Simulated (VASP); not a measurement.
# Nb3Sn (Pm-3n) in VASP: single point with r2SCAN

Aim: the single point of Nb3Sn with r2SCAN.

Everything below comes from runs of VASP 6.6.1. Logs are shortened: lines on timing, memory, paths and dates and some standing lists are left out, and cuts for length are marked.

## 1. The cell of the first run

It takes space group Pm-3n (No. 223, cubic). The conventional cell has a = 5.304 Å, b = 5.304 Å, c = 5.304 Å, α = 90.00°, β = 90.00°, γ = 90.00°. Within 3.5 Å of Nb (site symmetry -4m2) lie 10 Nb at 2.65 to 3.25 Å and 4 Sn at 2.97 Å. Within 3.9 Å of Sn (site symmetry m-3) lie 12 Nb at 2.97 Å.

## 2. Single point, r2SCAN

POSCAR reads:

```
Nb3Sn
1.0
    5.3041096636      0.0000000000      0.0000000000
    0.0000000000      5.3041096636      0.0000000000
    0.0000000000      0.0000000000      5.3041096636
Nb Sn
6 2
Direct
    0.2500000000      0.0000000000      0.5000000000
    0.5000000000      0.7500000000      0.0000000000
    0.7500000000      0.0000000000      0.5000000000
    0.5000000000      0.2500000000      0.0000000000
    0.0000000000      0.5000000000      0.7500000000
    0.0000000000      0.5000000000      0.2500000000
    0.0000000000      0.0000000000      0.0000000000
    0.5000000000      0.5000000000      0.5000000000
```

INCAR.step1 reads:

```
SYSTEM = Nb3Sn
ALGO     = Normal         ! electronic algorithm
EDIFF    = 1E-4           ! SCF threshold, eV
ENCUT    = 520            ! plane-wave cutoff, eV
GGA      = PE             ! functional
ISMEAR   = 0              ! smearing method
LASPH    = .TRUE.         ! aspherical terms in the spheres
LCHARG   = .FALSE.        ! write CHGCAR
LREAL    = .FALSE.        ! projectors in reciprocal space
LWAVE    = .TRUE.         ! write WAVECAR
NBANDS   = 63             ! bands
NELM     = 100            ! most SCF steps
PREC     = Accurate       ! precision mode
SIGMA    = 0.1            ! smearing width, eV
```

INCAR.step2 reads:

```
SYSTEM = Nb3Sn
ALGO     = Normal         ! electronic algorithm
EDIFF    = 1E-6           ! SCF threshold, eV
ENCUT    = 520            ! plane-wave cutoff, eV
ISIF     = 2              ! what is computed and relaxed
ISMEAR   = 0              ! smearing method
ISTART   = 1            
LASPH    = .TRUE.         ! aspherical terms in the spheres
LCHARG   = .TRUE.         ! write CHGCAR
LELF     = .TRUE.         ! ELF
LMIXTAU  = .TRUE.       
LREAL    = .FALSE.        ! projectors in reciprocal space
LVHAR    = .TRUE.       
LWAVE    = .FALSE.        ! write WAVECAR
METAGGA  = R2SCAN         ! meta-GGA
NBANDS   = 63             ! bands
NELM     = 100            ! most SCF steps
PREC     = Accurate       ! precision mode
SIGMA    = 0.1            ! smearing width, eV
```

KPOINTS reads:

```
k-points
0
G
  8 8 8
  0 0 0
```

Potentials or basis: VASP PAW PBE potentials, release 64 (Nb_sv, Sn_d).

Started as:

```
cat potpaw_PBE.64/Nb_sv/POTCAR potpaw_PBE.64/Sn_d/POTCAR > POTCAR
cp INCAR.step1 INCAR
mpirun -np 1 vasp_std > vasp.out
cp INCAR.step2 INCAR
mpirun -np 1 vasp_std > vasp.out
```

OUTCAR:

```text
SYSTEM = Nb3Sn
   EDIFF = 1E-6
   ENCUT = 520
   ISIF = 2
   ISMEAR = 0
   ISTART = 1
   LASPH = .TRUE.
   LREAL = .FALSE.
   METAGGA = R2SCAN
   NELM = 100
   PREC = Accurate

 ion  position               nearest neighbor table
   1  0.250  0.000  0.500-   3 2.65   3 2.65   8 2.97   7 2.97   8 2.97   7 2.97
   2  0.500  0.750  0.000-   4 2.65   4 2.65   8 2.97   8 2.97   7 2.97   7 2.97
   3  0.750  0.000  0.500-   1 2.65   1 2.65   8 2.97   7 2.97   8 2.97   7 2.97
   4  0.500  0.250  0.000-   2 2.65   2 2.65   8 2.97   8 2.97   7 2.97   7 2.97
   5  0.000  0.500  0.750-   6 2.65   6 2.65   8 2.97   7 2.97   7 2.97   8 2.97
   6  0.000  0.500  0.250-   5 2.65   5 2.65   8 2.97   7 2.97   7 2.97   8 2.97
   7  0.000  0.000  0.000-   1 2.97   2 2.97   3 2.97   4 2.97   5 2.97   6 2.97   1 2.97   3 2.97
                             5 2.97   6 2.97   2 2.97   4 2.97
   8  0.500  0.500  0.500-   1 2.97   2 2.97   3 2.97   4 2.97   5 2.97   6 2.97   2 2.97   4 2.97
                             1 2.97   3 2.97   5 2.97   6 2.97

  LATTYP: Found a simple cubic cell.
 ALAT       =     5.3041096636

  Lattice vectors:

 A1 = (   5.3041096636,   0.0000000000,   0.0000000000)
 A2 = (   0.0000000000,   5.3041096636,   0.0000000000)
 A3 = (   0.0000000000,   0.0000000000,   5.3041096636)

Analysis of symmetry for initial positions (statically):
=====================================================================
 Subroutine PRICEL returns:
 Original cell was already a primitive cell.

 Routine SETGRP: Setting up the symmetry group for a
 simple cubic supercell.

 Subroutine GETGRP returns: Found 48 space group operations
 (whereof 24 operations were pure point group operations)
 out of a pool of 48 trial point group operations.

The static configuration has the point symmetry T_h .
 The point group associated with its full space group is O_h .

Analysis of symmetry for dynamics (positions and initial velocities):
=====================================================================
 Subroutine PRICEL returns:
 Original cell was already a primitive cell.

 Routine SETGRP: Setting up the symmetry group for a
 simple cubic supercell.

 Subroutine GETGRP returns: Found 48 space group operations
 (whereof 24 operations were pure point group operations)
 out of a pool of 48 trial point group operations.

The dynamic configuration has the point symmetry T_h .
 The point group associated with its full space group is O_h .

 Subroutine INISYM returns: Found 48 space group operations
[... 115 lines left out ...]
   ISIF   =      2    stress and relaxation
   ISYM   =      2    0-nonsym 1-usesym 2-fastsym
   POTIM  = 0.5000    time-step for ionic-motion
   TEBEG  =    0.0;   TEEND  =   0.0 temperature during run
   PSTRESS=    0.0 pullay stress
   NELECT =     106.0000    total number of electrons
   NUPDOWN=      -1.0000    fix difference up-down
   EMIN   =  10.00;   EMAX   =-10.00  energy-range for DOS
   EFERMI =   0.00;   METHOD = LEGACY
   ISMEAR =     0;   SIGMA  =   0.10  broadening in eV -4-tet -1-fermi 0-gaus
   EFERMI_NEDOS =   21; number of points for ismear=-14 and -15
   IALGO  =     38    algorithm
   IMIX   =      4    mixing-type and parameters
     AMIX     =   0.40;   BMIX     =  1.00
     AMIX_MAG =   1.60;   BMIX_MAG =  1.00
  volume/ion in A,a.u.               =      18.65       125.88
  Fermi-wavevector in a.u.,A,eV,Ry     =   1.460711  2.760343 29.030432  2.133677
  Thomas-Fermi vector in A             =   2.577128
   LORBIT       =      0    0 simple, 1 ext, 2 COOP (PROOUT), +10 PAW based schemes
   METAGGA = R2SCAN    functional components
   LHFCALC =     F    Hartree Fock is set to
   AEXX    =    0.0000 exact exchange contribution
   IVDW    =     0    specifies the selected vdW correction
   LEPSILON=     F    determine dielectric tensor
   LRPA    =     F    only Hartree local field effects (RPA)
 non-spin polarized calculation
 Gauss-broadening in eV      SIGMA  =   0.10
  energy-cutoff  :      520.00
  volume of cell :      149.22
 maximum number of plane-waves:      4068
 NGX is ok and might be reduce to    40
   NGX = 19   NGY = 19   NGZ = 19

 number of electron     106.0000034 magnetization

 Free energy of the ion-electron system (eV)
  ---------------------------------------------------
  ext. energy  EPLUGINS =         0.00000000
  ---------------------------------------------------
  free energy    TOTEN  =      -200.36914844 eV

  energy without entropy =     -200.30251982  energy(sigma->0) =     -200.33583413

 E-fermi :  11.2473     XC(G=0): -13.4220

 val. band max:       11.2387958660   @ k =   0.1250   0.0000   0.0000
 cond. band min:      11.2486870901   @ k =   0.5000   0.5000   0.2500
 fundamental gap:      0.0098912241
 Fermi energy:        11.2473176928

 k-point     1 :       0.0000    0.0000    0.0000
  band No.  band energies     occupation
      1     -45.1716      2.00000
      2     -45.0945      2.00000
      3     -45.0945      2.00000
      4     -44.8626      2.00000
      5     -44.8626      2.00000
      6     -44.8626      2.00000
[... 1573 lines left out ...]
     62      13.9923      0.00000
     63      14.0766      0.00000

 [... further k-points ...]

------------------------ aborting loop because EDIFF is reached ----------------------------------------

  FORCE on cell =-STRESS in cart. coord.  units (eV):
  Direction    XX          YY          ZZ          XY          YZ          ZX
  --------------------------------------------------------------------------------------
  -------------------------------------------------------------------------------------
  Total       -0.0956261     -0.0956261     -0.0956261      0.0000000     -0.0000000      0.0000000
  in kB       -1.0267141     -1.0267141     -1.0267141      0.0000000     -0.0000000      0.0000000
  external PRESSURE =      -1.0267141 kB  Pullay stress =       0.0000000 kB

 VOLUME and BASIS-vectors are now :
 -----------------------------------------------------------------------------
  energy-cutoff  :      520.00
  volume of cell :      149.22
      direct lattice vectors                 reciprocal lattice vectors
     5.304109664  0.000000000  0.000000000     0.188533055  0.000000000  0.000000000
     0.000000000  5.304109664  0.000000000     0.000000000  0.188533055  0.000000000
     0.000000000  0.000000000  5.304109664     0.000000000  0.000000000  0.188533055

 POSITION                                       TOTAL-FORCE (eV/Angst)
 -----------------------------------------------------------------------------------
      1.32603      0.00000      2.65205        -0.000000     -0.000000     -0.000000
      2.65205      3.97808      0.00000         0.000000     -0.000000     -0.000000
      3.97808      0.00000      2.65205         0.000000      0.000000     -0.000000
      2.65205      1.32603      0.00000         0.000000      0.000000      0.000000
      0.00000      2.65205      3.97808        -0.000000      0.000000     -0.000000
      0.00000      2.65205      1.32603         0.000000     -0.000000      0.000000
      0.00000      0.00000      0.00000         0.000000     -0.000000      0.000000
      2.65205      2.65205      2.65205         0.000000     -0.000000      0.000000
 -----------------------------------------------------------------------------------
    total drift:                                0.000000     -0.000000      0.000000

  FREE ENERGIE OF THE ION-ELECTRON SYSTEM (eV)
  ---------------------------------------------------
  free  energy   TOTEN  =      -200.3691484396 eV

  energy  without entropy=     -200.3025198164  energy(sigma->0) =     -200.33583413
```

OSZICAR.step1:

```text
N       E                     dE             d eps       ncg     rms          rms(c)
DAV:   1     0.182501662300E+04    0.18250E+04   -0.51588E+04  4627   0.225E+03
DAV:   2     0.223039863159E+03   -0.16020E+04   -0.15693E+04  4434   0.829E+02
DAV:   3    -0.381376404870E+02   -0.26118E+03   -0.25152E+03  5826   0.283E+02
DAV:   4    -0.705029588313E+02   -0.32365E+02   -0.31457E+02  6724   0.863E+01
DAV:   5    -0.732644769728E+02   -0.27615E+01   -0.27302E+01  7941   0.223E+01    0.176E+01
DAV:   6    -0.705986991432E+02    0.26658E+01   -0.97139E+00  6476   0.156E+01    0.575E+00
DAV:   7    -0.703760773063E+02    0.22262E+00   -0.18756E+00  6916   0.685E+00    0.266E+00
DAV:   8    -0.703830676020E+02   -0.69903E-02   -0.26324E-01  7149   0.272E+00    0.598E-01
DAV:   9    -0.703837968973E+02   -0.72930E-03   -0.42264E-02  6988   0.111E+00    0.389E-01
DAV:  10    -0.703845231885E+02   -0.72629E-03   -0.67884E-03  7198   0.388E-01    0.627E-02
DAV:  11    -0.703844862819E+02    0.36907E-04   -0.63068E-04  5308   0.140E-01
   1 F= -.70384486E+02 E0= -.70347493E+02  d E =-.739870E-01
```

Wall time 11 min (1 thread of Intel Xeon Platinum 8488C (Sapphire Rapids), shared host); peak memory 0.42 GiB.

What came out:

* Free energy: -200.3691 eV
* Pressure: -0.1 GPa
* Band gap on the k mesh: zero (bands 53 and 54 overlap by 0.62 eV)

Caveat: the PAW data sets were made with another functional, which shifts forces and pressure a little; spin-orbit coupling is left out, which moves the levels of the heavy elements.
